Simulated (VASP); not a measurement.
# MgCd3Se4 (P-43m) in VASP: a series of runs

Runs on MgCd3Se4. Level: PBE. Tasks: single point, relaxation of cell and atoms.

Everything below comes from runs of VASP 6.6.1. Logs are shortened: lines on timing, memory, paths and dates and some standing lists are left out, and cuts for length are marked.

### 1 The cell of the first run

Symmetry: P-43m, No. 215, cubic system. Conventional cell: a = 6.143 Å, b = 6.143 Å, c = 6.143 Å, α = 90.00°, β = 90.00°, γ = 90.00°. Mg (site symmetry -43m) has 4 Se at 2.60 Å within 3.4 Å. Cd (site symmetry -42m) has 4 Se at 2.68 Å within 3.5 Å. Within 3.4 Å of Se (site symmetry 3m) lie 1 Mg at 2.60 Å and 3 Cd at 2.68 Å.

### 2 Single point, PBE

INCAR reads:

```
  PREC = Accurate
  ENCUT = 520
  EDIFF = 1E-7
  ISMEAR = 0
  SIGMA = 0.02
  LREAL = False
  LASPH = True
  NELM = 60
  ALGO = Normal
  ISIF = 2
  LWAVE = False
  LCHARG = True
  GGA = PE
  LELF = True
  LVHAR = True
  NBANDS = 41
```

KPOINTS reads:

```
Automatic mesh
0
Gamma
  6 6 6
```

POSCAR reads:

```
MgCd3Se4
1.0
    6.1427643438      0.0000000000      0.0000000000
    0.0000000000      6.1427643438      0.0000000000
    0.0000000000      0.0000000000      6.1427643438
Mg Cd Se
1 3 4
Direct
    0.5000000000      0.5000000000      0.5000000000
    0.0000000000      0.0000000000      0.5000000000
    0.0000000000      0.5000000000      0.0000000000
    0.5000000000      0.0000000000      0.0000000000
    0.7446761125      0.7446761125      0.7446761125
    0.7446761125      0.2553238875      0.2553238875
    0.2553238875      0.7446761125      0.2553238875
    0.2553238875      0.2553238875      0.7446761125
```

Potentials or basis: VASP PAW PBE potentials, release 64 (Mg, Cd, Se).

The run is started by

```bash
$ cat potpaw_PBE.64/Mg/POTCAR potpaw_PBE.64/Cd/POTCAR potpaw_PBE.64/Se/POTCAR > POTCAR
$ mpirun -np 1 vasp_std > vasp.out
```

OUTCAR:

```text
PREC = Accurate
   ENCUT = 520
   EDIFF = 1E-7
   ISMEAR = 0
   LREAL = False
   LASPH = True
   NELM = 60
   ISIF = 2
   GGA = PE

 ion  position               nearest neighbor table
   1  0.500  0.500  0.500-   5 2.60   6 2.60   7 2.60   8 2.60
   2  0.000  0.000  0.500-   5 2.68   6 2.68   7 2.68   8 2.68
   3  0.000  0.500  0.000-   5 2.68   6 2.68   7 2.68   8 2.68
   4  0.500  0.000  0.000-   5 2.68   6 2.68   7 2.68   8 2.68
   5  0.745  0.745  0.745-   1 2.60   2 2.68   3 2.68   4 2.68
   6  0.745  0.255  0.255-   1 2.60   2 2.68   3 2.68   4 2.68
   7  0.255  0.745  0.255-   1 2.60   2 2.68   3 2.68   4 2.68
   8  0.255  0.255  0.745-   1 2.60   2 2.68   3 2.68   4 2.68

  LATTYP: Found a simple cubic cell.
 ALAT       =     6.1427643438

  Lattice vectors:

 A1 = (   6.1427643438,   0.0000000000,   0.0000000000)
 A2 = (   0.0000000000,   6.1427643438,   0.0000000000)
 A3 = (   0.0000000000,   0.0000000000,   6.1427643438)

Analysis of symmetry for initial positions (statically):
=====================================================================
 Subroutine PRICEL returns:
 Original cell was already a primitive cell.

 Routine SETGRP: Setting up the symmetry group for a
 simple cubic supercell.

 Subroutine GETGRP returns: Found 24 space group operations
 (whereof 24 operations were pure point group operations)
 out of a pool of 48 trial point group operations.

The static configuration has the point symmetry T_d .

Analysis of symmetry for dynamics (positions and initial velocities):
=====================================================================
 Subroutine PRICEL returns:
 Original cell was already a primitive cell.

 Routine SETGRP: Setting up the symmetry group for a
 simple cubic supercell.

 Subroutine GETGRP returns: Found 24 space group operations
 (whereof 24 operations were pure point group operations)
 out of a pool of 48 trial point group operations.

The dynamic configuration has the point symmetry T_d .

 Subroutine INISYM returns: Found 24 space group operations
 (whereof 24 operations are pure point group operations),
 and found     1 'primitive' translations

----------------------------------------------------------------------------------------

                                     Primitive cell

  volume of cell :     231.7883

  direct lattice vectors                    reciprocal lattice vectors
     6.142764344  0.000000000  0.000000000     0.162793157  0.000000000  0.000000000
     0.000000000  6.142764344  0.000000000     0.000000000  0.162793157  0.000000000
     0.000000000  0.000000000  6.142764344     0.000000000  0.000000000  0.162793157

  length of vectors
     6.142764344  6.142764344  6.142764344     0.162793157  0.162793157  0.162793157

  position of ions in fractional coordinates (direct lattice)
     0.500000000  0.500000000  0.500000000
     0.000000000  0.000000000  0.500000000
     0.000000000  0.500000000  0.000000000
     0.500000000  0.000000000  0.000000000
     0.744676113  0.744676113  0.744676113
     0.744676113  0.255323887  0.255323887
     0.255323887  0.744676113  0.255323887
     0.255323887  0.255323887  0.744676113

  ion indices of the primitive-cell ions
   primitive index   ion index
                 1           1
                 2           2
                 3           3
                 4           4
                 5           5
                 6           6
                 7           7
                 8           8

----------------------------------------------------------------------------------------

 KPOINTS: Automatic mesh

Automatic generation of k-mesh.
 Grid dimensions read from file:
 generate k-points for:    6    6    6

 Generating k-lattice:

  Cartesian coordinates                     Fractional coordinates (reciprocal lattice)
     0.027132193  0.000000000  0.000000000     0.166666667  0.000000000  0.000000000
     0.000000000  0.027132193  0.000000000     0.000000000  0.166666667  0.000000000
     0.000000000  0.000000000  0.027132193     0.000000000  0.000000000  0.166666667

  Length of vectors
     0.027132193  0.027132193  0.027132193

  Shift w.r.t. Gamma in fractional coordinates (k-lattice)
     0.000000000  0.000000000  0.000000000

 Subroutine IBZKPT returns following result:
 ===========================================

 Found     20 irreducible k-points:

 Following reciprocal coordinates:
            Coordinates               Weight
  0.000000  0.000000  0.000000      1.000000
  0.166667  0.000000  0.000000      6.000000
  0.333333  0.000000  0.000000      6.000000
  0.500000  0.000000  0.000000      3.000000
  0.166667  0.166667  0.000000     12.000000
  0.333333  0.166667  0.000000     24.000000
[... 12 lines left out ...]
  0.500000  0.500000  0.333333      6.000000
  0.500000  0.500000  0.500000      1.000000
   k-points           NKPTS =     20   k-points in BZ     NKDIM =     20   number of bands    NBANDS=     41
   number of dos      NEDOS =    301   number of ions     NIONS =      8
   total plane-waves  NPLWV = 110592
   dimension x,y,z NGX =    48 NGY =   48 NGZ =   48
   dimension x,y,z NGXF=    96 NGYF=   96 NGZF=   96
   ions per type =               1   3   4
   NGX,Y,Z   is equivalent  to a cutoff of  12.99, 12.99, 12.99 a.u.
   NGXF,Y,Z  is equivalent  to a cutoff of  25.98, 25.98, 25.98 a.u.
 SYSTEM =  unknown system
   PREC   = accura    normal or accurate (medium, high low for compatibility)
   ISTART =      0    job   : 0-new  1-cont  2-samecut
   ICHARG =      2    charge: 1-file 2-atom 10-const
   ISPIN  =      1    spin polarized calculation?
   LNONCOLLINEAR =      F non collinear calculations
   LSORBIT =      F    spin-orbit coupling
   LASPH  =      T    aspherical Exc in radial PAW
   ENCUT  =  520.0 eV  38.22 Ry    6.18 a.u.  11.42 11.42 11.42*2*pi/ulx,y,z
   NELM   =     60;   NELMIN=  2; NELMDL= -5     # of ELM steps
   EDIFF  = 0.1E-06   stopping-criterion for ELM
   LREAL  =      F    real-space projection
   EDIFFG = 0.1E-05   stopping-criterion for IOM
   NSW    =      0    number of steps for IOM
   IBRION =     -1    ionic relax: 0-MD 1-quasi-New 2-CG
   NFREE  =      0    steps in history (QN), initial steepest desc. (CG)
   ISIF   =      2    stress and relaxation
   ISYM   =      2    0-nonsym 1-usesym 2-fastsym
   POTIM  = 0.5000    time-step for ionic-motion
   TEBEG  =    0.0;   TEEND  =   0.0 temperature during run
   PSTRESS=    0.0 pullay stress
   NELECT =      62.0000    total number of electrons
   NUPDOWN=      -1.0000    fix difference up-down
   EMIN   =  10.00;   EMAX   =-10.00  energy-range for DOS
   EFERMI =   0.00;   METHOD = LEGACY
   ISMEAR =     0;   SIGMA  =   0.02  broadening in eV -4-tet -1-fermi 0-gaus
   EFERMI_NEDOS =   21; number of points for ismear=-14 and -15
   IALGO  =     38    algorithm
   IMIX   =      4    mixing-type and parameters
     AMIX     =   0.40;   BMIX     =  1.00
     AMIX_MAG =   1.60;   BMIX_MAG =  1.00
  volume/ion in A,a.u.               =      28.97       195.52
  Fermi-wavevector in a.u.,A,eV,Ry     =   1.054812  1.993305 15.138215  1.112627
  Thomas-Fermi vector in A             =   2.189986
   LORBIT       =      0    0 simple, 1 ext, 2 COOP (PROOUT), +10 PAW based schemes
   GGA     = PE    functional components
   LHFCALC =     F    Hartree Fock is set to
   AEXX    =    0.0000 exact exchange contribution
   IVDW    =     0    specifies the selected vdW correction
   LEPSILON=     F    determine dielectric tensor
   LRPA    =     F    only Hartree local field effects (RPA)
 non-spin polarized calculation
 Gauss-broadening in eV      SIGMA  =   0.02
  energy-cutoff  :      520.00
  volume of cell :      231.79
 maximum number of plane-waves:      6302
 NGX is ok and might be reduce to    48
   NGX = 23   NGY = 23   NGZ = 23

 number of electron      61.9999959 magnetization

 Free energy of the ion-electron system (eV)
  ---------------------------------------------------
  ext. energy  EPLUGINS =         0.00000000
  ---------------------------------------------------
  free energy    TOTEN  =       -23.99761100 eV

  energy without entropy =      -23.99761100  energy(sigma->0) =      -23.99761100

 E-fermi :   0.6188     XC(G=0):  -8.5202

 val. band max:        0.5227340104   @ k =   0.0000   0.0000   0.0000
 cond. band min:       1.5095965837   @ k =   0.0000   0.0000   0.0000
 fundamental gap:      0.9868625733
 Fermi energy:         0.6187869839

 k-point     1 :       0.0000    0.0000    0.0000
  band No.  band energies     occupation
      1     -11.5865      2.00000
      2     -11.0961      2.00000
      3     -11.0961      2.00000
      4     -11.0961      2.00000
      5      -7.0267      2.00000
      6      -7.0267      2.00000
[... 33 lines left out ...]
     40       6.7267      0.00000
     41       6.7267      0.00000

 k-point     2 :       0.1667    0.0000    0.0000
  band No.  band energies     occupation
      1     -11.5549      2.00000
      2     -11.1293      2.00000
      3     -11.0962      2.00000
      4     -11.0962      2.00000
      5      -7.0209      2.00000
      6      -7.0209      2.00000
[... 33 lines left out ...]
     40       6.9348      0.00000
     41       6.9348      0.00000

 k-point     3 :       0.3333    0.0000    0.0000
  band No.  band energies     occupation
      1     -11.4682      2.00000
      2     -11.2191      2.00000
      3     -11.0963      2.00000
      4     -11.0963      2.00000
      5      -7.0033      2.00000
      6      -7.0033      2.00000
[... 699 lines left out ...]
      2     -11.2064      2.00000
      3     -11.2064      2.00000
      4     -11.2030      2.00000
      5      -6.9979      2.00000
      6      -6.9967      2.00000
[... 33 lines left out ...]
     40       6.9144      0.00000
     41       7.2900      0.00000

 k-point    20 :       0.5000    0.5000    0.5000
  band No.  band energies     occupation
      1     -11.2428      2.00000
      2     -11.2048      2.00000
      3     -11.2048      2.00000
      4     -11.2048      2.00000
      5      -7.0017      2.00000
      6      -7.0017      2.00000
[... 33 lines left out ...]
     40       7.1674      0.00000
     41       7.2012      0.00000

------------------------ aborting loop because EDIFF is reached ----------------------------------------

  FORCE on cell =-STRESS in cart. coord.  units (eV):
  Direction    XX          YY          ZZ          XY          YZ          ZX
  --------------------------------------------------------------------------------------
  -------------------------------------------------------------------------------------
  Total        0.3245753      0.3245753      0.3245753      0.0000000      0.0000000      0.0000000
  in kB        2.2435436      2.2435436      2.2435436      0.0000000      0.0000000      0.0000000
  external PRESSURE =       2.2435436 kB  Pullay stress =       0.0000000 kB

 VOLUME and BASIS-vectors are now :
 -----------------------------------------------------------------------------
  energy-cutoff  :      520.00
  volume of cell :      231.79
      direct lattice vectors                 reciprocal lattice vectors
     6.142764344  0.000000000  0.000000000     0.162793157  0.000000000  0.000000000
     0.000000000  6.142764344  0.000000000     0.000000000  0.162793157  0.000000000
     0.000000000  0.000000000  6.142764344     0.000000000  0.000000000  0.162793157

 POSITION                                       TOTAL-FORCE (eV/Angst)
 -----------------------------------------------------------------------------------
      3.07138      3.07138      3.07138        -0.000000      0.000000      0.000000
      0.00000      0.00000      3.07138        -0.000000      0.000000      0.000000
      0.00000      3.07138      0.00000        -0.000000      0.000000     -0.000000
      3.07138      0.00000      0.00000        -0.000000      0.000000     -0.000000
      4.57437      4.57437      4.57437        -0.018416     -0.018416     -0.018416
      4.57437      1.56839      1.56839        -0.018416      0.018416      0.018416
      1.56839      4.57437      1.56839         0.018416     -0.018416      0.018416
      1.56839      1.56839      4.57437         0.018416      0.018416     -0.018416
 -----------------------------------------------------------------------------------
    total drift:                               -0.000000     -0.000000      0.000000

  FREE ENERGIE OF THE ION-ELECTRON SYSTEM (eV)
  ---------------------------------------------------
  free  energy   TOTEN  =       -23.9976110018 eV

  energy  without entropy=      -23.9976110018  energy(sigma->0) =      -23.99761100
```

Run time: 2.5 min. Hardware: 1 thread of Intel Xeon Platinum 8488C (Sapphire Rapids), shared host; peak memory 0.42 GiB.

Results:

```yaml
Free_energy: -23.9976 eV
Pressure: 0.2 GPa
Largest_force: 0.032 eV/Å
Band_gap_on_the_k_mesh: 0.99 eV
```

Forces on the atoms (eV/Å):
```
Mg   0.000  0.000  0.000
Cd   0.000  0.000  0.000
Cd   0.000  0.000  0.000
Cd   0.000  0.000  0.000
Se  -0.018 -0.018 -0.018
Se  -0.018  0.018  0.018
Se   0.018 -0.018  0.018
Se   0.018  0.018 -0.018
```

(Continued in part 2 of 2.)
